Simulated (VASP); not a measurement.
# Re (P6/mmm) in VASP: a series of runs

Runs on Re. Level: PBE. Tasks: relaxation of cell and atoms, relaxation of shape and atoms at fixed volume, single point.

All numbers are computed with VASP 6.6.1; they aren't measurements. Logs are shortened: lines on timing, memory, paths and dates and some standing lists are left out, and cuts for length are marked.

## (1) The cell of the first run

It takes space group P6/mmm (No. 191, hexagonal). The conventional cell has a = 2.673 Å, b = 2.673 Å, c = 2.513 Å, α = 90.00°, β = 90.00°, γ = 120.00°. Within 3.3 Å of Re (site symmetry 6/mmm) lie 8 Re at 2.51 to 2.67 Å.

This isn't the form of Re at room conditions, which is hcp.

## (2) Relaxation of cell and atoms, PBE

Contents of INCAR:

```
  PREC = Accurate
  ENCUT = 600
  EDIFF = 1E-6
  ISMEAR = -1
  SIGMA = 0.08
  LREAL = F
  LASPH = T
  NELM = 100
  ALGO = Normal
  ISIF = 3
  LWAVE = F
  LCHARG = F
  GGA = PE
  IBRION = 2
  NSW = 60
  EDIFFG = -0.005
```

Contents of KPOINTS:

```
regular mesh
0
Gamma
  16 16 15
```

Contents of POSCAR:

```
Re
1.0
    2.6733372948      0.0000000000      0.0000000000
   -1.3366686474      2.3151780102      0.0000000000
    0.0000000000      0.0000000000      2.5129370571
Re
1
Direct
    0.0000000000      0.0000000000      0.0000000000
```

Potentials or basis: VASP PAW PBE potentials, release 64 (Re).

Command:

```sh
> cat potpaw_PBE.64/Re/POTCAR > POTCAR
> mpirun -np 1 vasp_std > vasp.out
```

OUTCAR:

```text
PREC = Accurate
   ENCUT = 600
   EDIFF = 1E-6
   ISMEAR = -1
   LREAL = F
   LASPH = T
   NELM = 100
   ISIF = 3
   GGA = PE
   IBRION = 2
   NSW = 60
   EDIFFG = -0.005

 ion  position               nearest neighbor table
   1  0.000  0.000  0.000-

  LATTYP: Found a hexagonal cell.
 ALAT       =     2.6733372948
 C/A-ratio  =     0.9400000000

  Lattice vectors:

 A1 = (   2.6733372948,   0.0000000000,   0.0000000000)
 A2 = (  -1.3366686474,   2.3151780102,   0.0000000000)
 A3 = (   0.0000000000,   0.0000000000,   2.5129370571)

Analysis of symmetry for initial positions (statically):
=====================================================================
 Subroutine PRICEL returns:
 Original cell was already a primitive cell.

 Routine SETGRP: Setting up the symmetry group for a
 hexagonal supercell.

 Subroutine GETGRP returns: Found 24 space group operations
 (whereof 24 operations were pure point group operations)
 out of a pool of 24 trial point group operations.

The static configuration has the point symmetry D_6h.

Analysis of symmetry for dynamics (positions and initial velocities):
=====================================================================
 Subroutine PRICEL returns:
 Original cell was already a primitive cell.

 Routine SETGRP: Setting up the symmetry group for a
 hexagonal supercell.

 Subroutine GETGRP returns: Found 24 space group operations
 (whereof 24 operations were pure point group operations)
 out of a pool of 24 trial point group operations.

The dynamic configuration has the point symmetry D_6h.

 Subroutine INISYM returns: Found 24 space group operations
 (whereof 24 operations are pure point group operations),
 and found     1 'primitive' translations

----------------------------------------------------------------------------------------

                                     Primitive cell

  volume of cell :      15.5532

  direct lattice vectors                    reciprocal lattice vectors
     2.673337295  0.000000000  0.000000000     0.374064284  0.215966115  0.000000000
    -1.336668647  2.315178010  0.000000000     0.000000000  0.431932230  0.000000000
     0.000000000  0.000000000  2.512937057     0.000000000  0.000000000  0.397940727

  length of vectors
     2.673337295  2.673337295  2.512937057     0.431932230  0.431932230  0.397940727

  position of ions in fractional coordinates (direct lattice)
     0.000000000  0.000000000  0.000000000

  ion indices of the primitive-cell ions
   primitive index   ion index
                 1           1

----------------------------------------------------------------------------------------

 KPOINTS: regular mesh

Automatic generation of k-mesh.
 Grid dimensions read from file:
 generate k-points for:   16   16   15

 Generating k-lattice:

  Cartesian coordinates                     Fractional coordinates (reciprocal lattice)
     0.023379018  0.013497882  0.000000000     0.062500000  0.000000000  0.000000000
     0.000000000  0.026995764  0.000000000     0.000000000  0.062500000  0.000000000
     0.000000000  0.000000000  0.026529382     0.000000000  0.000000000  0.066666667

  Length of vectors
     0.026995764  0.026995764  0.026529382

  Shift w.r.t. Gamma in fractional coordinates (k-lattice)
     0.000000000  0.000000000  0.000000000

 Subroutine IBZKPT returns following result:
 ===========================================

 Found    240 irreducible k-points:

 Following reciprocal coordinates:
            Coordinates               Weight
  0.000000  0.000000  0.000000      1.000000
  0.062500  0.000000  0.000000      6.000000
  0.125000  0.000000  0.000000      6.000000
  0.187500  0.000000  0.000000      6.000000
  0.250000  0.000000  0.000000      6.000000
  0.312500  0.000000  0.000000      6.000000
[... 16 lines left out ...]
  0.187500  0.187500  0.000000      6.000000
  0.250000  0.187500  0.000000     12.000000
 [... further k-points ...]
   k-points           NKPTS =    240   k-points in BZ     NKDIM =    240   number of bands    NBANDS=      7
   number of dos      NEDOS =    301   number of ions     NIONS =      1
   total plane-waves  NPLWV =  11520
   dimension x,y,z NGX =    24 NGY =   24 NGZ =   20
   dimension x,y,z NGXF=    48 NGYF=   48 NGZF=   40
   ions per type =               1
   NGX,Y,Z   is equivalent  to a cutoff of  14.92, 14.92, 13.23 a.u.
   NGXF,Y,Z  is equivalent  to a cutoff of  29.85, 29.85, 26.46 a.u.
 SYSTEM =  unknown system
   PREC   = accura    normal or accurate (medium, high low for compatibility)
   ISTART =      0    job   : 0-new  1-cont  2-samecut
   ICHARG =      2    charge: 1-file 2-atom 10-const
   ISPIN  =      1    spin polarized calculation?
   LNONCOLLINEAR =      F non collinear calculations
   LSORBIT =      F    spin-orbit coupling
   LASPH  =      T    aspherical Exc in radial PAW
   ENCUT  =  600.0 eV  44.10 Ry    6.64 a.u.   5.34  5.34  5.02*2*pi/ulx,y,z
[... 17 lines left out ...]
   EFERMI_NEDOS =   21; number of points for ismear=-14 and -15
   IALGO  =     38    algorithm
   IMIX   =      4    mixing-type and parameters
     AMIX     =   0.40;   BMIX     =  1.00
     AMIX_MAG =   1.60;   BMIX_MAG =  1.00
  volume/ion in A,a.u.               =      15.55       104.96
  Fermi-wavevector in a.u.,A,eV,Ry     =   1.254587  2.370826 21.415428  1.573990
  Thomas-Fermi vector in A             =   2.388385
   LORBIT       =      0    0 simple, 1 ext, 2 COOP (PROOUT), +10 PAW based schemes
   GGA     = PE    functional components
   LHFCALC =     F    Hartree Fock is set to
   AEXX    =    0.0000 exact exchange contribution
   IVDW    =     0    specifies the selected vdW correction
   LEPSILON=     F    determine dielectric tensor
   LRPA    =     F    only Hartree local field effects (RPA)
 conjugate gradient relaxation of ions
 non-spin polarized calculation
  energy-cutoff  :      600.00
  volume of cell :       15.55
 maximum number of plane-waves:       538
 NGX is ok and might be reduce to    24

--------------------------------------- Ionic step        1  -------------------------------------------

 number of electron       6.9999999 magnetization

 Free energy of the ion-electron system (eV)
  ---------------------------------------------------
  ext. energy  EPLUGINS =         0.00000000
  ---------------------------------------------------
  free energy    TOTEN  =       -11.31626201 eV

  energy without entropy =      -11.28606071  energy(sigma->0) =      -11.30116136

------------------------ aborting loop because EDIFF is reached ----------------------------------------

  FORCE on cell =-STRESS in cart. coord.  units (eV):
  Direction    XX          YY          ZZ          XY          YZ          ZX
  --------------------------------------------------------------------------------------
  -------------------------------------------------------------------------------------
  Total        2.3716190      2.3716190     -0.1777241      0.0000000      0.0000000      0.0000000
  in kB      244.3069095    244.3069095    -18.3078375      0.0000000      0.0000000      0.0000000
  external PRESSURE =     156.7686605 kB  Pullay stress =       0.0000000 kB
[... 86 lines left out ...]
  FREE ENERGIE OF THE ION-ELECTRON SYSTEM (eV)
  ---------------------------------------------------
  free  energy   TOTEN  =       -11.3894056939 eV

  energy  without entropy=      -11.3609038214  energy(sigma->0) =      -11.37515476

[... ionic steps 4 to 7 ...]

--------------------------------------- Ionic step        8  -------------------------------------------

 number of electron       7.0000000 magnetization

------------------------ aborting loop because EDIFF is reached ----------------------------------------

  FORCE on cell =-STRESS in cart. coord.  units (eV):
  Direction    XX          YY          ZZ          XY          YZ          ZX
  --------------------------------------------------------------------------------------
  -------------------------------------------------------------------------------------
  Total        0.2607629      0.2607629      0.1015129      0.0000000      0.0000000     -0.0000000
  in kB       25.8234384     25.8234384     10.0528621      0.0000000      0.0000000     -0.0000000
  external PRESSURE =      20.5665796 kB  Pullay stress =       0.0000000 kB
[... 55 lines left out ...]
  energy  without entropy=      -11.3744797591  energy(sigma->0) =      -11.38802752

--------------------------------------- Ionic step       10  -------------------------------------------

 number of electron       7.0000000 magnetization

 Free energy of the ion-electron system (eV)
  ---------------------------------------------------
  ext. energy  EPLUGINS =         0.00000000
  ---------------------------------------------------
  free energy    TOTEN  =       -11.40157538 eV

  energy without entropy =      -11.37448098  energy(sigma->0) =      -11.38802818

 E-fermi :   7.1843     XC(G=0): -13.0677

 val. band max:        7.1838600863   @ k =   0.1875   0.0625   0.0667
 cond. band min:       7.1858592432   @ k =   0.4375   0.0000   0.2667
 fundamental gap:      0.0019991569
 Fermi energy:         7.1843040739

 k-point     1 :       0.0000    0.0000    0.0000
  band No.  band energies     occupation
      1      -2.3724      2.00000
      2       1.5501      2.00000
      3       5.3263      2.00000
      4       5.3263      2.00000
      5      11.1262      0.00000
      6      11.1262      0.00000
      7      20.4892      0.00000
[... 221 lines left out ...]
 k-point    24 :       0.2500    0.1875    0.0000
  band No.  band energies     occupation
      1       1.2299      2.00000
      2       2.8933      2.00000
      3       3.7466      2.00000
      4       8.7342      0.00000
      5      10.1297      0.00000
      6      10.4892      0.00000
      7      16.5899      0.00000

 [... further k-points ...]

------------------------ aborting loop because EDIFF is reached ----------------------------------------

  FORCE on cell =-STRESS in cart. coord.  units (eV):
  Direction    XX          YY          ZZ          XY          YZ          ZX
  --------------------------------------------------------------------------------------
  -------------------------------------------------------------------------------------
  Total        0.0046289      0.0046289     -0.0048413      0.0000000     -0.0000000      0.0000000
  in kB        0.4551481      0.4551481     -0.4760327      0.0000000     -0.0000000      0.0000000
  external PRESSURE =       0.1447545 kB  Pullay stress =       0.0000000 kB
[... 16 lines left out ...]
  FREE ENERGIE OF THE ION-ELECTRON SYSTEM (eV)
  ---------------------------------------------------
  free  energy   TOTEN  =       -11.4015753760 eV

  energy  without entropy=      -11.3744809839  energy(sigma->0) =      -11.38802818

 reached required accuracy - stopping structural energy minimisation
```

Wall time 2.9 min (1 thread of Intel Xeon 8259CL, shared host); peak memory 0.17 GiB.

What came out:

- Free energy: -11.4016 eV
- Relaxed volume: 16.29 Å³/atom
- Relaxed cell: a = 2.766 Å, b = 2.766 Å, c = 2.460 Å, α = 90.00°, β = 90.00°, γ = 120.00°
- Space group after relaxing (to 0.1 Å): P6/mmm (No. 191)
- Energy gained by relaxing: 85.3 meV/atom
- Ionic steps: 10
- Pressure after relaxing: 0.0 GPa
- Band gap on the k mesh: zero (an odd number of electrons rules out a gap without spin polarisation)

The path:
```
step  energy change (eV)  largest force (eV/Å)  pressure (GPa)  volume (Å³)
   1              0.0000                0.0000           15.68        15.55
   2              0.2769                0.0000          -29.82        19.15
   3             -0.0731                0.0000           -5.35        16.60
   4             -0.0735                0.0000           -4.26        16.53
   5             -0.0426                0.0000            6.48        16.03
   6             -0.0851                0.0000           -1.19        16.36
   7             -0.0851                0.0000           -1.06        16.36
   8             -0.0844                0.0000            2.06        16.18
   9             -0.0853                0.0000           -0.01        16.29
  10             -0.0853                0.0000            0.01        16.29
```

Final structure:
```
Re
1.0
     2.76551    0.00000    0.00000
    -1.38276    2.39500    0.00000
     0.00000    0.00000    2.46012
Re
1
Direct
  0.00000 0.00000 0.00000
```

Levels at points of the mesh, in eV from the Fermi level:
| k point | band 1 | band 2 | band 3 | band 4 | band 5 | band 6 | band 7 |
| --- | --- | --- | --- | --- | --- | --- | --- |
| (0.00, 0.00, 0.00) | -9.56 | -5.63 | -1.86 | -1.86 | 3.94 | 3.94 | 13.30 |
| (0.50, 0.00, 0.00) | -6.41 | -4.98 | -0.48 | 0.98 | 3.29 | 3.66 | 7.90 |

Caveat: spin-orbit coupling is left out, which moves the levels of the heavy elements.

## (3) Relaxation of shape and atoms at fixed volume, PBE

This run uses another cell than the first one, of 7.35 Å³/atom.

Contents of INCAR:

```
SYSTEM = Re
PREC = Accurate
ENCUT = 560
EDIFF = 1E-7
ISMEAR = -1
SIGMA = 0.08
LREAL = .FALSE.
LASPH = .TRUE.
NELM = 120
ALGO = Normal
ISIF = 4
LWAVE = .FALSE.
LCHARG = .FALSE.
GGA = PE
IBRION = 2
NSW = 50
EDIFFG = -0.005
GGA_COMPAT = .FALSE.
NELMIN = 4
```

Contents of KPOINTS:

```
regular mesh
0
G
  16 16 15
  0 0 0
```

Contents of POSCAR:

```
Re
1.0
    2.1181963903      0.0000000000      0.0000000000
   -1.0590981952      1.8344118842      0.0000000000
    0.0000000000      0.0000000000      1.8922976982
Re
1
Direct
    0.0000000000      0.0000000000      0.0000000000
```

Potentials or basis: VASP PAW PBE potentials, release 64 (Re_sv_GW).

Command:

```sh
> cat potpaw_PBE.64/Re_sv_GW/POTCAR > POTCAR
> mpirun -np 1 vasp_std > vasp.out
```

It took 32 s on 1 thread of Intel Xeon Platinum 8559C (Emerald Rapids), shared host; peak memory 0.14 GiB.

The run converged, but its numbers aren't listed here, since they failed a check.

Caveat: atoms lie so close that the PAW spheres overlap strongly, which falsifies energies and pressures; spin-orbit coupling is left out, which moves the levels of the heavy elements.

## (4) Single point, PBE

This run uses another cell than the first one, of the same volume but with other edges.

Contents of INCAR:

```
PREC = Accurate
ENCUT = 560
EDIFF = 1E-6
ISMEAR = -1
SIGMA = 0.08
LREAL = False
LASPH = True
NELM = 120
ALGO = Normal
ISIF = 2
LWAVE = False
LCHARG = False
GGA = PE
NBANDS = 14
GGA_COMPAT = False
```

Contents of KPOINTS:

```
regular mesh
0
Gamma
  16 16 15
```

Contents of POSCAR:

```
Re
1.0
    2.7153194587      0.0000000000      0.0000000000
   -1.3576597294      2.3515356307      0.0000000000
    0.0000000000      0.0000000000      2.4310345775
Re
1
Direct
    0.0000000000      0.0000000000      0.0000000000
```

Command:

```sh
> cat potpaw_PBE.64/Re_sv_GW/POTCAR > POTCAR
> mpirun -np 1 vasp_std > vasp.out
```

It took 20 s on 1 thread of Intel Xeon 6975P-C (Granite Rapids), shared host; peak memory 0.19 GiB.

Results (log left out):

```yaml
Free_energy: -12.9707 eV
Pressure: 14.9 GPa
Band_gap_on_the_k_mesh: zero (an odd number of electrons rules out a gap without spin polarisation)
```

Stress tensor (GPa, compression positive):
```
14.86  0.00  0.00
 0.00 14.86  0.00
 0.00  0.00 15.10
```

Levels at points of the mesh, in eV from the Fermi level:
```tsv
k point	band 5	band 6	band 7	band 8	band 9	band 10
(0.00, 0.00, 0.00)	-9.90	-5.95	-2.00	-2.00	4.23	4.23
(0.50, 0.00, 0.00)	-6.76	-5.19	-0.45	0.92	3.50	4.00
```

Caveat: the cell stands under pressure; spin-orbit coupling is left out, which moves the levels of the heavy elements.

## (5) Single point, PBE

This run uses another cell than the first one, of 13.89 Å³/atom.

Contents of INCAR:

```
SYSTEM = Re
PREC = Accurate
ENCUT = 560
EDIFF = 1E-6
ISMEAR = -1
SIGMA = 0.08
LREAL = .FALSE.
LASPH = .TRUE.
NELM = 120
ALGO = Normal
ISIF = 2
LWAVE = .FALSE.
LCHARG = .TRUE.
GGA = PE
LELF = .TRUE.
LVHAR = .TRUE.
NBANDS = 14
GGA_COMPAT = .FALSE.
```

Contents of KPOINTS:

```
regular mesh
0
G
  16 16 15
  0 0 0
```

Contents of POSCAR:

```
Re
1.0
    2.6143728832      0.0000000000      0.0000000000
   -1.3071864416      2.2641133319      0.0000000000
    0.0000000000      0.0000000000      2.3463525083
Re
1
Direct
    0.0000000000      0.0000000000      0.0000000000
```

Command:

```sh
> cat potpaw_PBE.64/Re_sv_GW/POTCAR > POTCAR
> mpirun -np 1 vasp_std > vasp.out
```

Wall time 30 s (1 thread of Intel Xeon Platinum 8259CL at 2.50GHz (Skylake/Cascade Lake), shared host); peak memory 0.17 GiB.

It converged, with:

```
Free energy            : -12.5765 eV
Pressure               : 63.9 GPa
Band gap on the k mesh : zero (an odd number of electrons rules out a gap without spin polarisation)
```

Stress tensor (GPa, compression positive):
```
63.68  0.00  0.00
 0.00 63.68  0.00
 0.00  0.00 64.21
```

Levels at points of the mesh, in eV from the Fermi level:
```csv
k point,band 5,band 6,band 7,band 8,band 9,band 10
"(0.00, 0.00, 0.00)",-10.70,-6.87,-2.41,-2.41,4.92,4.92
"(0.50, 0.00, 0.00)",-7.68,-5.87,-0.35,0.90,4.03,4.70
```

Caveat: the cell stands under pressure; spin-orbit coupling is left out, which moves the levels of the heavy elements.

## (6) Relaxation of shape and atoms at fixed volume, PBE

This run uses another cell than the first one, of 10.62 Å³/atom.

Contents of INCAR:

```
  PREC = Accurate
  ENCUT = 560
  EDIFF = 1E-7
  ISMEAR = -1
  SIGMA = 0.08
  LREAL = False
  LASPH = True
  NELM = 120
  ALGO = Normal
  ISIF = 4
  LWAVE = False
  LCHARG = False
  GGA = PE
  IBRION = 2
  NSW = 50
  EDIFFG = -0.005
  GGA_COMPAT = False
  NELMIN = 4
```

Contents of KPOINTS:

```
Automatic mesh
0
Gamma
  16 16 15
```

Contents of POSCAR:

```
Re
1.0
    2.3944172792      0.0000000000      0.0000000000
   -1.1972086396      2.0736261910      0.0000000000
    0.0000000000      0.0000000000      2.1390605359
Re
1
Direct
    0.0000000000      0.0000000000      0.0000000000
```

Potentials or basis: VASP PAW PBE potentials, release 64 (Re_sv_GW).

Command:

```sh
> cat potpaw_PBE.64/Re_sv_GW/POTCAR > POTCAR
> mpirun -np 1 vasp_std > vasp.out
```

It took 60 s on 1 thread of Intel Xeon Platinum 8488C (Sapphire Rapids), shared host; peak memory 0.15 GiB.

The run converged. Its results:

| Item | Value |
| --- | --- |
| Free energy | -9.2486 eV |
| Energy gained by relaxing | 7.9 meV/atom |
| Ionic steps | 5 |
| Pressure after relaxing | 306.8 GPa |
| Band gap on the k mesh | zero (an odd number of electrons rules out a gap without spin polarisation) |

The path:
| step | energy change (eV) | largest force (eV/Å) | pressure (GPa) | volume (Å³) |
| --- | --- | --- | --- | --- |
| 1 | 0.0000 | 0.0000 | 308.00 | 10.62 |
| 2 | 0.2155 | 0.0000 | 309.82 | 10.62 |
| 3 | -0.0079 | 0.0000 | 306.80 | 10.62 |
| 4 | -0.0079 | 0.0000 | 306.75 | 10.62 |
| 5 | -0.0079 | 0.0000 | 306.78 | 10.62 |

Final structure:
```
Re
1.0
     2.38450    0.00000    0.00000
    -1.19225    2.06504    0.00000
     0.00000    0.00000    2.15688
Re
1
Cartesian
  0.0000 0.0000 0.0000
```

Levels at points of the mesh, in eV from the Fermi level:
```csv
k point,band 3,band 4,band 5,band 6,band 7,band 8,band 9,band 10,band 11
"(0.00, 0.00, 0.00)",-41.30,-40.70,-12.54,-9.52,-3.73,-3.73,7.03,7.03,12.13
"(0.50, 0.00, 0.00)",-42.12,-40.29,-10.51,-7.49,0.49,0.61,5.58,6.80,14.36
```

Caveat: spin-orbit coupling is left out, which moves the levels of the heavy elements.

## (7) The runs side by side

| task | potentials or basis | cell | cutoff (eV) | gap on the mesh (eV) | pressure (GPa) |
| --- | --- | --- | --- | --- | --- |
| relaxation of cell and atoms | VASP PAW PBE potentials, release 64 (Re) | relaxed from a = 2.673, b = 2.673, c = 2.513 Å, angles 90.0, 90.0, 120.0°, 1 atom | 600 | none | 0.0 |
| single point | VASP PAW PBE potentials, release 64 (Re_sv_GW) | a = 2.715, b = 2.715, c = 2.431 Å, angles 90.0, 90.0, 120.0°, 1 atom | 560 | none | 14.9 |
| single point | VASP PAW PBE potentials, release 64 (Re_sv_GW) | a = 2.614, b = 2.614, c = 2.346 Å, angles 90.0, 90.0, 120.0°, 1 atom | 560 | none | 63.9 |
| relaxation of shape and atoms at fixed volume | VASP PAW PBE potentials, release 64 (Re_sv_GW) | relaxed from a = 2.394, b = 2.394, c = 2.139 Å, angles 90.0, 90.0, 120.0°, 1 atom | 560 | none | 306.8 |

Alike in all rows: level PBE; no spin polarisation; k mesh 16 × 16 × 15; smearing fermi-dirac 0.08 eV.

Caveats: spin-orbit coupling is left out, which moves the levels of the heavy elements; the cell stands under pressure (at least some runs).

Absolute energies hang on the potentials; compare differences alone.

The gap in the log of VASP goes by the Fermi energy; the results here count the filled bands.